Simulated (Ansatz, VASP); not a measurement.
One calculation of SiC, two programs

Contents of INCAR:

```
SYSTEM = SiC
PREC = Accurate ; ENCUT = 520
EDIFF = 1E-7 ; ISMEAR = 0
SIGMA = 0.01 ; LREAL = .False.
LASPH = .True. ; NELM = 80
ALGO = Normal ; ISIF = 2
LWAVE = .False. ; LCHARG = .False.
GGA = PE ; NBANDS = 26
```

The input KPOINTS:

```
regular mesh
0
Gamma
  3 3 3
  0 0 0
```

Contents of POSCAR:

```
SiC
1.0
   -4.3797259407      0.0000000000      0.0000000000
    0.0000000000      4.3797259407      0.0000000000
    0.0000000000      0.0000000000     -4.3797259407
Si C
4 4
Direct
    0.2500000000      0.2500000000      0.2500000000
    0.7500000000      0.7500000000      0.2500000000
    0.7500000000      0.2500000000      0.7500000000
    0.2500000000      0.7500000000      0.7500000000
    0.5000000000      0.5000000000      0.0000000000
    0.0000000000      0.0000000000      0.0000000000
    1.0000000000      0.5000000000      0.5000000000
    0.5000000000      0.0000000000      0.5000000000
```

Input for Ansatz:

```yaml
crystal:
  lattice:
    - [-4.3797259407, 0.0, 0.0]
    - [0.0, 4.3797259407, 0.0]
    - [0.0, 0.0, -4.3797259407]
  atoms:
    - { symbol: Si, position: [0.25, 0.25, 0.25] }
    - { symbol: Si, position: [0.75, 0.75, 0.25] }
    - { symbol: Si, position: [0.75, 0.25, 0.75] }
    - { symbol: Si, position: [0.25, 0.75, 0.75] }
    - { symbol: C, position: [0.5, 0.5, 0.0] }
    - { symbol: C, position: [0.0, 0.0, 0.0] }
    - { symbol: C, position: [1.0, 0.5, 0.5] }
    - { symbol: C, position: [0.5, 0.0, 0.5] }
basis:
  ecutwfc: 420
  xc_grid: 2
kpoints:
  mp_grid: { grid: [3, 3, 3], shift: [0.0, 0.0, 0.0] }
hamiltonian:
  xc: pbe
scf:
  occupations: { method: gaussian, width: 0.01 }
output:
  forces: true
  stress: true
  eigenvalues: true
  write_density: true
  write_potential: true
  elf: true
  volumetric_format: npy
```

Alike in both runs: task single point; functional PBE; k mesh 3 × 3 × 3; occupations gaussian, width 0.01 eV; no spin polarisation.

|  | VASP | Ansatz |
| --- | --- | --- |
| version | VASP 6.6.1 | Ansatz 0.2.0 |
| potentials or method | VASP PAW PBE potentials, release 64 (Si, C), cutoff 520 eV | scalar-relativistic, plane waves, PAW |
| valence electrons in the cell | 32 | 32 |

VASP gave:

```
gap on the k mesh at the Fermi level (eV) : 1.36
least direct gap on the mesh (eV)         : 1.36
pressure (GPa)                            : 0.0
```

Problem. What did Ansatz give for the same quantities?

Solution. gap on the k mesh at the Fermi level (eV): 1.37; least direct gap on the mesh (eV): 1.37; pressure (GPa): 0.0.

The k mesh is coarse, so the values compare programs but aren't converged.
